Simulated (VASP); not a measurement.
Input of a VASP 6.6.1 run:

File INCAR:

```
PREC     = Accurate       # precision mode
ENCUT    = 520            # plane-wave cutoff, eV
EDIFF    = 1E-6           # SCF threshold, eV
ISMEAR   = -1             # smearing method
SIGMA    = 0.1            # smearing width, eV
LREAL    = F              # projectors in reciprocal space
LASPH    = T              # aspherical terms in the spheres
NELM     = 100            # most SCF steps
ALGO     = Normal         # electronic algorithm
ISIF     = 2              # what is computed and relaxed
LWAVE    = F              # write WAVECAR
LCHARG   = F              # write CHGCAR
GGA      = PS             # functional
NBANDS   = 12             # bands
```

The input KPOINTS:

```
Automatic mesh
0
Gamma
  22 22 22
```

POSCAR

```
Au
1.0
    0.0000000000      2.0406314512      2.0406314512
    2.0406314512      0.0000000000      2.0406314512
    2.0406314512      2.0406314512      0.0000000000
Au
1
Direct
    0.0000000000      0.0000000000      0.0000000000
```

Potentials or basis: VASP PAW PBE potentials, release 64 (Au).

Run with:

```console
$ cat potpaw_PBE.64/Au/POTCAR > POTCAR
$ mpirun -np 1 vasp_std > vasp.out
```

Question: Predict the pressure.

Answer: -0.1 GPa.

Caveat: the PAW data sets were made with another functional, which shifts forces and pressure a little.
